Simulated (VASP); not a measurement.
Here is a VASP 6.6.1 calculation.

POSCAR

```
BN
1.0
    2.4413919117      0.0000000000      0.0000000000
   -1.2206959559      2.1143074161      0.0000000000
    0.0000000000      0.0000000000      6.8277300000
B N
2 2
Direct
    0.3333333333      0.6666666667      0.2500000000
    0.6666666667      0.3333333333      0.7500000000
    0.3333333333      0.6666666667      0.7500000000
    0.6666666667      0.3333333333      0.2500000000
```

INCAR.step1

```
SYSTEM = BN
  ALGO = Normal
  EDIFF = 1E-4
  ENCUT = 520
  GGA = PE
  ISMEAR = 0
  LASPH = .True.
  LCHARG = .False.
  LREAL = .False.
  LWAVE = .True.
  NBANDS = 16
  NELM = 60
  PREC = Accurate
  SIGMA = 0.05
```

File INCAR.step2:

```
SYSTEM = BN
  ALGO = Normal
  EDIFF = 1E-7
  ENCUT = 520
  ISIF = 2
  ISMEAR = 0
  ISTART = 1
  LASPH = .True.
  LCHARG = .True.
  LELF = .True.
  LMIXTAU = .True.
  LREAL = .False.
  LVHAR = .True.
  LWAVE = .False.
  METAGGA = R2SCAN
  NBANDS = 16
  NELM = 60
  PREC = Accurate
  SIGMA = 0.05
```

Contents of KPOINTS:

```
k-points
0
Gamma
  12 12 4
  0 0 0
```

Potentials or basis: VASP PAW PBE potentials, release 64 (B, N).

Launch:

```console
$ cat potpaw_PBE.64/B/POTCAR potpaw_PBE.64/N/POTCAR > POTCAR
$ cp INCAR.step1 INCAR
$ mpirun -np 1 vasp_std > vasp.out
$ cp INCAR.step2 INCAR
$ mpirun -np 1 vasp_std > vasp.out
```

Problem. What does it give for the pressure?

Solution. 19.7 GPa.

Problem. Estimate the band gap on the k mesh.

Solution. 5.04 eV, indirect (least direct gap 5.57 eV).

Stress tensor (GPa, compression positive):
```
29.65  0.00  0.00
 0.00 29.65  0.00
 0.00  0.00 -0.11
```

Caveat: the cell differs from its parent crystal (strain -0.025 along x and y, +0.025 along z); the PAW data sets were made with another functional, which shifts forces and pressure a little. A k mesh can miss the band edges.
